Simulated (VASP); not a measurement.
# C (Fd-3m) in VASP: notebook, part 2 of 2

VASP 6.6.1. Earlier steps stand in the parts before.

## Step 4: Single point, PBE

INCAR reads:

```
SYSTEM = C
ALGO = Normal ; EDIFF = 1E-6
ENCUT = 600 ; GGA = PE
GGA_COMPAT = .FALSE. ; ISIF = 2
ISMEAR = 0 ; LASPH = .TRUE.
LCHARG = .FALSE. ; LREAL = .FALSE.
LWAVE = .FALSE. ; NBANDS = 11
NELM = 120 ; PREC = Accurate
SIGMA = 0.02
```

KPOINTS reads:

```
k-points
0
G
  8 8 8
  0 0 0
```

POSCAR reads:

```
C
1.0
    0.0000000000      1.7833700000      1.7833700000
    1.7833700000      0.0000000000      1.7833700000
    1.7833700000      1.7833700000      0.0000000000
C
2
Direct
    0.0000000000      0.0000000000      0.0000000000
    0.2500000000      0.2500000000      0.2500000000
```

Potentials or basis: VASP PAW PBE potentials, release 64 (C).

The run is started by

```sh
> cat potpaw_PBE.64/C/POTCAR > POTCAR
> mpirun -np 1 vasp_std > vasp.out
```

OUTCAR:

```text
SYSTEM = C
   EDIFF = 1E-6
   ENCUT = 600
   GGA = PE
   ISIF = 2
   ISMEAR = 0
   LASPH = .TRUE.
   LREAL = .FALSE.
   NELM = 120
   PREC = Accurate

 ion  position               nearest neighbor table
   1  0.000  0.000  0.000-   2 1.54   2 1.54   2 1.54   2 1.54
   2  0.250  0.250  0.250-   1 1.54   1 1.54   1 1.54   1 1.54

  LATTYP: Found a face centered cubic cell.
 ALAT       =     3.5667400000

  Lattice vectors:

 A1 = (   0.0000000000,   1.7833700000,   1.7833700000)
 A2 = (   1.7833700000,   0.0000000000,   1.7833700000)
 A3 = (   1.7833700000,   1.7833700000,   0.0000000000)

Analysis of symmetry for initial positions (statically):
=====================================================================
 Subroutine PRICEL returns:
 Original cell was already a primitive cell.

 Routine SETGRP: Setting up the symmetry group for a
 face centered cubic supercell.

 Subroutine GETGRP returns: Found 48 space group operations
 (whereof 24 operations were pure point group operations)
 out of a pool of 48 trial point group operations.

The static configuration has the point symmetry T_d .
 The point group associated with its full space group is O_h .

Analysis of symmetry for dynamics (positions and initial velocities):
=====================================================================
 Subroutine PRICEL returns:
 Original cell was already a primitive cell.

 Routine SETGRP: Setting up the symmetry group for a
 face centered cubic supercell.

 Subroutine GETGRP returns: Found 48 space group operations
 (whereof 24 operations were pure point group operations)
 out of a pool of 48 trial point group operations.

The dynamic configuration has the point symmetry T_d .
 The point group associated with its full space group is O_h .

 Subroutine INISYM returns: Found 48 space group operations
 (whereof 24 operations are pure point group operations),
 and found     1 'primitive' translations

----------------------------------------------------------------------------------------

                                     Primitive cell

  volume of cell :      11.3437

  direct lattice vectors                    reciprocal lattice vectors
     0.000000000  1.783370000  1.783370000    -0.280368067  0.280368067  0.280368067
     1.783370000  0.000000000  1.783370000     0.280368067 -0.280368067  0.280368067
     1.783370000  1.783370000  0.000000000     0.280368067  0.280368067 -0.280368067

  length of vectors
     2.522066041  2.522066041  2.522066041     0.485611737  0.485611737  0.485611737

  position of ions in fractional coordinates (direct lattice)
     0.000000000  0.000000000  0.000000000
     0.250000000  0.250000000  0.250000000

  ion indices of the primitive-cell ions
   primitive index   ion index
                 1           1
                 2           2

----------------------------------------------------------------------------------------

 KPOINTS: k-points

Automatic generation of k-mesh.
 Grid dimensions read from file:
[... 23 lines left out ...]
  0.125000  0.000000  0.000000      8.000000
  0.250000  0.000000  0.000000      8.000000
  0.375000  0.000000  0.000000      8.000000
  0.500000  0.000000  0.000000      4.000000
  0.125000  0.125000  0.000000      6.000000
[... 16 lines left out ...]
  0.500000  0.250000  0.125000     48.000000
 -0.375000  0.250000  0.125000     24.000000
 [... further k-points ...]
   k-points           NKPTS =     29   k-points in BZ     NKDIM =     29   number of bands    NBANDS=     11
   number of dos      NEDOS =    301   number of ions     NIONS =      2
   total plane-waves  NPLWV =   8000
   dimension x,y,z NGX =    20 NGY =   20 NGZ =   20
   dimension x,y,z NGXF=    40 NGYF=   40 NGZF=   40
   ions per type =               2
   NGX,Y,Z   is equivalent  to a cutoff of  13.18, 13.18, 13.18 a.u.
   NGXF,Y,Z  is equivalent  to a cutoff of  26.37, 26.37, 26.37 a.u.
 SYSTEM =  C
   PREC   = accura    normal or accurate (medium, high low for compatibility)
   ISTART =      0    job   : 0-new  1-cont  2-samecut
   ICHARG =      2    charge: 1-file 2-atom 10-const
   ISPIN  =      1    spin polarized calculation?
   LNONCOLLINEAR =      F non collinear calculations
   LSORBIT =      F    spin-orbit coupling
   LASPH  =      T    aspherical Exc in radial PAW
   ENCUT  =  600.0 eV  44.10 Ry    6.64 a.u.   5.04  5.04  5.04*2*pi/ulx,y,z
   NELM   =    120;   NELMIN=  2; NELMDL= -5     # of ELM steps
   EDIFF  = 0.1E-05   stopping-criterion for ELM
   LREAL  =      F    real-space projection
   EDIFFG = 0.1E-04   stopping-criterion for IOM
   NSW    =      0    number of steps for IOM
   IBRION =     -1    ionic relax: 0-MD 1-quasi-New 2-CG
   NFREE  =      0    steps in history (QN), initial steepest desc. (CG)
   ISIF   =      2    stress and relaxation
   ISYM   =      2    0-nonsym 1-usesym 2-fastsym
   POTIM  = 0.5000    time-step for ionic-motion
   TEBEG  =    0.0;   TEEND  =   0.0 temperature during run
   PSTRESS=    0.0 pullay stress
   NELECT =       8.0000    total number of electrons
   NUPDOWN=      -1.0000    fix difference up-down
   EMIN   =  10.00;   EMAX   =-10.00  energy-range for DOS
   EFERMI =   0.00;   METHOD = LEGACY
   ISMEAR =     0;   SIGMA  =   0.02  broadening in eV -4-tet -1-fermi 0-gaus
   EFERMI_NEDOS =   21; number of points for ismear=-14 and -15
   IALGO  =     38    algorithm
   IMIX   =      4    mixing-type and parameters
     AMIX     =   0.40;   BMIX     =  1.00
     AMIX_MAG =   1.60;   BMIX_MAG =  1.00
  volume/ion in A,a.u.               =       5.67        38.28
  Fermi-wavevector in a.u.,A,eV,Ry     =   1.457203  2.753714 28.891161  2.123440
  Thomas-Fermi vector in A             =   2.574032
   LORBIT       =      0    0 simple, 1 ext, 2 COOP (PROOUT), +10 PAW based schemes
   GGA     = PE    functional components
   LHFCALC =     F    Hartree Fock is set to
   AEXX    =    0.0000 exact exchange contribution
   IVDW    =     0    specifies the selected vdW correction
   LEPSILON=     F    determine dielectric tensor
   LRPA    =     F    only Hartree local field effects (RPA)
 non-spin polarized calculation
 Gauss-broadening in eV      SIGMA  =   0.02
  energy-cutoff  :      600.00
  volume of cell :       11.34
 maximum number of plane-waves:       391
   NGX =  9   NGY =  9   NGZ =  9

 number of electron       7.9999999 magnetization

 Free energy of the ion-electron system (eV)
  ---------------------------------------------------
  ext. energy  EPLUGINS =         0.00000000
  ---------------------------------------------------
  free energy    TOTEN  =       -18.18920954 eV

  energy without entropy =      -18.18920954  energy(sigma->0) =      -18.18920954

 E-fermi :   9.9676     XC(G=0): -13.2505

 val. band max:        9.7289173028   @ k =   0.0000   0.0000   0.0000
 cond. band min:      13.8616440061   @ k =   0.3750   0.3750   0.0000
 fundamental gap:      4.1327267034
 Fermi energy:         9.9676000322

 k-point     1 :       0.0000    0.0000    0.0000
  band No.  band energies     occupation
      1     -11.7477      2.00000
      2       9.7289      2.00000
      3       9.7289      2.00000
      4       9.7289      2.00000
      5      15.3191      0.00000
      6      15.3191      0.00000
      7      15.3191      0.00000
      8      23.0602      0.00000
      9      29.0238      0.00000
     10      36.2648      0.00000
     11      36.2648      0.00000
[... 309 lines left out ...]
 k-point    24 :      -0.3750    0.2500    0.1250
  band No.  band energies     occupation
      1      -4.9618      2.00000
      2      -2.6345      2.00000
      3       3.4160      2.00000
      4       5.0412      2.00000
      5      18.0284      0.00000
      6      19.1773      0.00000
      7      22.7803      0.00000
      8      24.5937      0.00000
      9      28.0533      0.00000
     10      33.6376      0.00000
     11      36.0620      0.00000

 [... further k-points ...]

------------------------ aborting loop because EDIFF is reached ----------------------------------------

  FORCE on cell =-STRESS in cart. coord.  units (eV):
  Direction    XX          YY          ZZ          XY          YZ          ZX
  --------------------------------------------------------------------------------------
  -------------------------------------------------------------------------------------
  Total        0.1263826      0.1263826      0.1263826     -0.0000000      0.0000000      0.0000000
  in kB       17.8502189     17.8502189     17.8502189     -0.0000000      0.0000000      0.0000000
  external PRESSURE =      17.8502189 kB  Pullay stress =       0.0000000 kB

 VOLUME and BASIS-vectors are now :
 -----------------------------------------------------------------------------
  energy-cutoff  :      600.00
  volume of cell :       11.34
      direct lattice vectors                 reciprocal lattice vectors
     0.000000000  1.783370000  1.783370000    -0.280368067  0.280368067  0.280368067
     1.783370000  0.000000000  1.783370000     0.280368067 -0.280368067  0.280368067
     1.783370000  1.783370000  0.000000000     0.280368067  0.280368067 -0.280368067

 POSITION                                       TOTAL-FORCE (eV/Angst)
 -----------------------------------------------------------------------------------
      0.00000      0.00000      0.00000        -0.000000     -0.000000     -0.000000
      0.89168      0.89168      0.89168         0.000000      0.000000      0.000000
 -----------------------------------------------------------------------------------
    total drift:                                0.000000      0.000000      0.000000

  FREE ENERGIE OF THE ION-ELECTRON SYSTEM (eV)
  ---------------------------------------------------
  free  energy   TOTEN  =       -18.1892095404 eV

  energy  without entropy=      -18.1892095404  energy(sigma->0) =      -18.18920954
```

It took 6.4 s on 1 thread of Intel Xeon 8259CL, shared host; peak memory 0.12 GiB.

What came out:

```yaml
Free_energy: -18.1892 eV
Pressure: 1.8 GPa
Band_gap_on_the_k_mesh: 4.13 eV, indirect (least direct gap 5.59 eV)
```

Levels at points of the mesh, in eV from the valence-band top:
| k point | band 1 | band 2 | band 3 | band 4 | band 5 | band 6 | band 7 | band 8 | band 9 |
| --- | --- | --- | --- | --- | --- | --- | --- | --- | --- |
| (0.00, 0.00, 0.00) | -21.48 | 0.00 | 0.00 | 0.00 | 5.59 | 5.59 | 5.59 | 13.33 | 19.29 |
| (0.50, 0.00, 0.00) | -15.70 | -13.37 | -2.80 | -2.80 | 8.46 | 8.46 | 8.85 | 15.70 | 21.89 |
| (0.50, 0.50, 0.00) | -12.76 | -12.76 | -6.30 | -6.30 | 4.76 | 4.76 | 16.80 | 16.80 | 23.23 |

## Step 5: Overview

```tsv
k mesh	gap on the mesh (eV)	pressure (GPa)
4 × 4 × 4	4.43	2.9
6 × 6 × 6	4.15	1.9
8 × 8 × 8	4.13	1.8
```

Alike in all rows: task single point; level PBE; potentials or basis VASP PAW PBE potentials, release 64 (C); no spin polarisation; cell as given; cutoff (eV) 600; smearing gaussian 0.02 eV.

Caveats: some runs use coarse meshes.

Total energies depend on the potentials used, so only differences within one code and one set of settings carry meaning.
